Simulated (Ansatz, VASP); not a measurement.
PC4 in VASP and in Ansatz

Contents of INCAR:

```
ALGO = Normal ; EDIFF = 1E-7
EDIFFG = -0.04 ; ENCUT = 600
GGA = PE ; IBRION = 2
ISIF = 3 ; ISMEAR = 0
LASPH = True ; LCHARG = False
LREAL = False ; LWAVE = False
NELM = 100 ; NSW = 90
PREC = Accurate ; SIGMA = 0.1
```

File KPOINTS:

```
k-points
0
Gamma
  6 6 2
```

File POSCAR:

```
PC4
1.0
    2.8406876000      0.0000000000      0.0000000000
   -1.4203438000      2.4601076200      0.0000000000
    0.0000000000      0.0000000000      9.1341780800
P C
1 4
Direct
    0.0000000000      0.0000000000      0.0000000000
    0.3333333300      0.6666666700      0.8658552800
    0.3333333300      0.6666666700      0.3767953500
    0.6666666700      0.3333333300      0.1341447200
    0.6666666700      0.3333333300      0.6232046500
```

Input for Ansatz:

```yaml
crystal:
  lattice:
    - [2.8406876, 0.0, 0.0]
    - [-1.4203438, 2.46010762, 0.0]
    - [0.0, 0.0, 9.13417808]
  atoms:
    - { symbol: P, position: [0.0, 0.0, 0.0] }
    - { symbol: C, position: [0.33333333, 0.66666667, 0.86585528] }
    - { symbol: C, position: [0.33333333, 0.66666667, 0.37679535] }
    - { symbol: C, position: [0.66666667, 0.33333333, 0.13414472] }
    - { symbol: C, position: [0.66666667, 0.33333333, 0.62320465] }
basis:
  ecutwfc: 420
kpoints:
  mp_grid: { grid: [6, 6, 2] }
hamiltonian:
  xc: pbe
scf:
  occupations: { method: gaussian, width: 0.1 }
  lower_state_search: "off"
output:
  forces: true
  stress: true
  eigenvalues: true
relax:
  adjacent_minimum: "off"
  f_tol: 0.04
  max_steps: 70
  cell: { stress_tol: 0.4 }
```

Change from the starting cell: species swapped into the Co4H type (P-3m1, No. 164).

Alike in both runs: task relaxation of cell and atoms; functional PBE; k mesh 6 × 6 × 2; occupations gaussian, width 0.1 eV; no spin polarisation.

|  | VASP | Ansatz |
| --- | --- | --- |
| version | VASP 6.6.1 | Ansatz 0.2.0 |
| potentials or method | VASP PAW PBE potentials, release 64 (P, C), cutoff 600 eV | scalar-relativistic, plane waves, PAW |
| valence electrons in the cell | 21 | 21 |

|  | VASP | Ansatz | Ansatz less VASP |
| --- | --- | --- | --- |
| gap on the k mesh at the Fermi level, each at its own relaxed structure (eV) | none | none | - |
| relaxed volume (Å³/atom) | 7.11 | 12.49 | +5.373 |
| relaxed cell length with the largest relative difference (Å) | 5.607 | 11.823 | +6.2159 |

A gap of «none» marks a metal or a gap that the smearing closes. One of these differences is far larger than is usual between the two programs; its cause wasn't traced.

The k mesh is coarse, so the values compare programs but aren't converged. Noted on VASP's run: the volume moved by over 15 % at a fixed basis, so the end points are rough.
